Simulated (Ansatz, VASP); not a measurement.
**Zr: VASP beside Ansatz**

The input INCAR:

```
SYSTEM = Zr
PREC = Accurate
ENCUT = 520
EDIFF = 1E-6
ISMEAR = 0
SIGMA = 0.15
LREAL = .False.
LASPH = .True.
NELM = 60
ALGO = Fast
ISIF = 2
LWAVE = .False.
LCHARG = .True.
GGA = PS
LELF = .True.
LVHAR = .True.
NBANDS = 12
```

KPOINTS

```
Automatic mesh
0
Gamma
  18 18 18
  0 0 0
```

The input POSCAR:

```
Zr
1.0
    0.0000000000      2.2550000000      2.4354000000
    2.2550000000      0.0000000000      2.4354000000
    2.2550000000      2.2550000000      0.0000000000
Zr
1
Direct
    0.0000000000      0.0000000000      0.0000000000
```

Input for Ansatz:

```yaml
crystal:
  lattice:
    - [0.0, 2.255, 2.4354]
    - [2.255, 0.0, 2.4354]
    - [2.255, 2.255, 0.0]
  atoms:
    - { symbol: Zr, position: [0.0, 0.0, 0.0] }
basis:
  ecutwfc: 420
kpoints:
  mp_grid: { grid: [18, 18, 18] }
hamiltonian:
  xc: pbesol
scf:
  occupations: { method: gaussian, width: 0.15 }
output:
  forces: true
  stress: true
  eigenvalues: true
```

Change from the starting cell: strain +0.000 along x and y, +0.080 along z, atoms carried along.

Alike in both runs: task single point; functional PBEsol; k mesh 18 × 18 × 18; occupations gaussian, width 0.15 eV; no spin polarisation.

```csv
,VASP,Ansatz
version,VASP 6.6.1,Ansatz 0.2.0
potentials or method,"VASP PAW PBE potentials, release 64 (Zr_sv), cutoff 520 eV","scalar-relativistic, plane waves, PAW"
valence electrons in the cell,12,12
```

```tsv
	VASP	Ansatz	Ansatz less VASP
gap on the k mesh at the Fermi level (eV)	none	none	-
pressure (GPa)	-8.7	-8.7	-0.04
traceless stress, the component that is largest in VASP (GPa)	-1.60	-1.59	+0.007
```

VASP's potentials were made for PBE, not for PBEsol. A gap of «none» marks a metal or a gap that the smearing closes.
